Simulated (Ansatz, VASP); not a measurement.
One calculation of HfC2, two programs

```
Hf C
1.0
    -1.41351    1.41351    3.78660
     1.41351   -1.41351    3.78660
     1.41351    1.41351   -3.78660
Hf C
1 2
Direct
  0.00000 0.00000 0.00000
  0.29604 0.29604 0.00000
  0.70396 0.70396 0.00000
```

Change from the starting cell: species swapped into the GdAg2 type (I4/mmm, No. 139).

Alike in both runs: functional PBE; k mesh 22 × 22 × 22; occupations gaussian, width 0.1 eV; no spin polarisation.

Ansatz relaxed the structure, and its values are those at the end. VASP's run is a single point on that final structure, the one shown.

|  | VASP | Ansatz |
| --- | --- | --- |
| version | VASP 6.6.1 | Ansatz 0.2.0 |
| potentials or method | VASP PAW PBE potentials, release 64 (Hf_pv, C), cutoff 520 eV | scalar-relativistic, plane waves, PAW |
| valence electrons in the cell | 18 | 34 |

```csv
,VASP,Ansatz,Ansatz less VASP
gap on the k mesh at the Fermi level (eV),none,none,-
pressure (GPa),-0.8,0.0,+0.79
rms of the force components (eV/Å),0.006,0.000,-0.0057
```

A gap of «none» marks a metal or a gap that the smearing closes. VASP's potentials hold 18 valence electrons a cell and Ansatz's 34, so a difference there can come from the potentials and not from the codes.

Spin-orbit coupling is off throughout.
